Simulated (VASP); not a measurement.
Set up this calculation in VASP 6.6.1, as the native input.

| Item | Value |
| --- | --- |
| Task | single point |
| Functional | r2SCAN |
| Potentials or basis | VASP PAW PBE potentials, release 64 (S, Ti_sv, I) |
| Cutoff | 520 eV |
| k mesh | 5 × 5 × 5 |
| Occupations | fermi-dirac, width 0.1 eV |
| Spin | no spin polarisation |
| Dipole correction | no |
| Further INCAR settings | ALGO = Normal; EDIFF = 1e-07; NBANDS = 34 |

TiS4I2:

```
S Ti I
1.0
     4.18166    0.00000    0.00000
    -2.09083    3.62143    0.00000
    -2.09083    1.20714   13.41751
S Ti I
4 1 2
Direct
  0.45900 0.54100 0.37700
  0.29400 0.70600 0.88200
  0.87200 0.12800 0.61600
  0.04000 0.96000 0.12000
  0.39600 0.60400 0.18800
  0.16600 0.83400 0.49800
  0.93700 0.06300 0.81100
```

One way to write it, as run:

POSCAR

```
TiS4I2
1.0
    4.1816584700      0.0000000000      0.0000000000
   -2.0908297400      3.6214250600      0.0000000000
   -2.0908297400      1.2071420200     13.4175090500
S Ti I
4 1 2
Direct
    0.4590000000      0.5410000000      0.3770000000
    0.2940000000      0.7060000000      0.8820000000
    0.8720000000      0.1280000000      0.6160000000
    0.0400000000      0.9600000000      0.1200000000
    0.3960000000      0.6040000000      0.1880000000
    0.1660000000      0.8340000000      0.4980000000
    0.9370000000      0.0630000000      0.8110000000
```

INCAR.step1

```
PREC = Accurate
ENCUT = 520
ISMEAR = -5
SIGMA = 0.1
LREAL = False
LASPH = True
NELM = 100
LMAXMIX = 4
NBANDS = 34
GGA = PE
ALGO = Normal
EDIFF = 1E-4
LWAVE = True
LCHARG = False
```

INCAR.step2

```
PREC = Accurate
ENCUT = 520
EDIFF = 1E-7
ISMEAR = -1
SIGMA = 0.1
LREAL = False
LASPH = True
NELM = 100
ALGO = Normal
ISIF = 2
LWAVE = False
LCHARG = False
LMAXMIX = 4
METAGGA = R2SCAN
LMIXTAU = True
LORBIT = 10
NBANDS = 34
ISTART = 1
```

KPOINTS

```
Automatic mesh
0
Gamma
  5 5 5
```

Potentials or basis: VASP PAW PBE potentials, release 64 (S, Ti_sv, I).

Launch:

```sh
$ cat potpaw_PBE.64/S/POTCAR potpaw_PBE.64/Ti_sv/POTCAR potpaw_PBE.64/I/POTCAR > POTCAR
$ cp INCAR.step1 INCAR
$ mpirun -np 1 vasp_std > vasp.out
$ cp INCAR.step2 INCAR
$ mpirun -np 1 vasp_std > vasp.out
```

It gave:

```json
{"Pressure": "-0.9 GPa", "Largest force": "3.046 eV/Å", "Band gap on the k mesh": "zero (bands 25 and 26 overlap by 0.27 eV)", "Valence electrons inside the program's atomic spheres": "S 3.61, 3.63, 3.57, 3.69; Ti 9.93; I 4.16, 4.19"}
```

Caveat: the PAW data sets were made with another functional, which shifts forces and pressure a little; spin-orbit coupling is left out, which moves the levels of the heavy elements; semilocal functionals often make such compounds metallic where correlation or magnetic order opens a gap, which also shifts bond lengths.

Wall time 8.2 min on 1 thread of Intel(R) Xeon(R) Platinum 8488C (Sapphire Rapids), with other jobs on the host, peak memory 0.44 GiB.
